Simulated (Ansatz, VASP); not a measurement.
## BeTe: VASP beside Ansatz

INCAR

```
PREC     = Accurate       # precision mode
ENCUT    = 600            # plane-wave cutoff, eV
EDIFF    = 1E-6           # SCF threshold, eV
ISMEAR   = 0              # smearing method
SIGMA    = 0.02           # smearing width, eV
LREAL    = F              # projectors in reciprocal space
LASPH    = T              # aspherical terms in the spheres
NELM     = 80             # most SCF steps
ALGO     = Normal         # electronic algorithm
ISIF     = 3              # what is computed and relaxed
LWAVE    = F              # write WAVECAR
LCHARG   = F              # write CHGCAR
GGA      = PE             # functional
IBRION   = 2              # ionic algorithm
NSW      = 100            # ionic steps
EDIFFG   = -0.01          # ionic threshold
```

The input KPOINTS:

```
Automatic mesh
0
Gamma
  6 6 6
```

The input POSCAR:

```
BeTe
1.0
   -4.0645252495      4.0645252495      4.0645252495
    4.0645252495     -4.0645252495      4.0645252495
    4.0645252495      4.0645252495     -4.0645252495
Be Te
6 6
Direct
    0.1250000000      0.7500000000      0.8750000000
    0.6250000000      0.3750000000      0.2500000000
    0.7500000000      0.8750000000      0.1250000000
    0.8750000000      0.1250000000      0.7500000000
    0.3750000000      0.2500000000      0.6250000000
    0.2500000000      0.6250000000      0.3750000000
    0.7500000000      0.3750000000      0.6250000000
    0.1250000000      0.8750000000      0.2500000000
    0.2500000000      0.1250000000      0.8750000000
    0.3750000000      0.6250000000      0.7500000000
    0.8750000000      0.2500000000      0.1250000000
    0.6250000000      0.7500000000      0.3750000000
```

Input for Ansatz:

```yaml
crystal:
  lattice:
    - [-4.0645252495, 4.0645252495, 4.0645252495]
    - [4.0645252495, -4.0645252495, 4.0645252495]
    - [4.0645252495, 4.0645252495, -4.0645252495]
  atoms:
    - { symbol: Be, position: [0.125, 0.75, 0.875] }
    - { symbol: Be, position: [0.625, 0.375, 0.25] }
    - { symbol: Be, position: [0.75, 0.875, 0.125] }
    - { symbol: Be, position: [0.875, 0.125, 0.75] }
    - { symbol: Be, position: [0.375, 0.25, 0.625] }
    - { symbol: Be, position: [0.25, 0.625, 0.375] }
    - { symbol: Te, position: [0.75, 0.375, 0.625] }
    - { symbol: Te, position: [0.125, 0.875, 0.25] }
    - { symbol: Te, position: [0.25, 0.125, 0.875] }
    - { symbol: Te, position: [0.375, 0.625, 0.75] }
    - { symbol: Te, position: [0.875, 0.25, 0.125] }
    - { symbol: Te, position: [0.625, 0.75, 0.375] }
basis:
  ecutwfc: 420
kpoints:
  mp_grid: { grid: [6, 6, 6] }
hamiltonian:
  xc: pbe
scf:
  occupations: { method: gaussian, width: 0.02 }
output:
  forces: true
  stress: true
  eigenvalues: true
  write_density: true
  write_potential: true
  elf: true
  volumetric_format: npy
relax:
  adjacent_minimum: "off"
  f_tol: 0.01
  max_steps: 80
  cell: { stress_tol: 0.05 }
```

Alike in both runs: task relaxation of cell and atoms; functional PBE; k mesh 6 × 6 × 6; occupations gaussian, width 0.02 eV; no spin polarisation.

|  | VASP | Ansatz |
| --- | --- | --- |
| version | VASP 6.6.1 | Ansatz 0.2.0 |
| potentials or method | VASP PAW PBE potentials, release 64 (Be, Te), cutoff 600 eV | scalar-relativistic, plane waves, PAW |
| valence electrons in the cell | 48 | 108 |

|  | VASP | Ansatz | Ansatz less VASP |
| --- | --- | --- | --- |
| gap on the k mesh at the Fermi level, each at its own relaxed structure (eV) | 1.70 | 1.70 | +0.006 |
| relaxed volume (Å³/atom) | 22.42 | 22.38 | -0.042 |
| relaxed length of the cell vector where the two differ most in proportion (Å) | 7.044 | 7.040 | -0.0044 |

VASP's potentials hold 48 valence electrons a cell and Ansatz's 108, so a difference there can come from the potentials and not from the codes.

Spin-orbit coupling is off throughout.
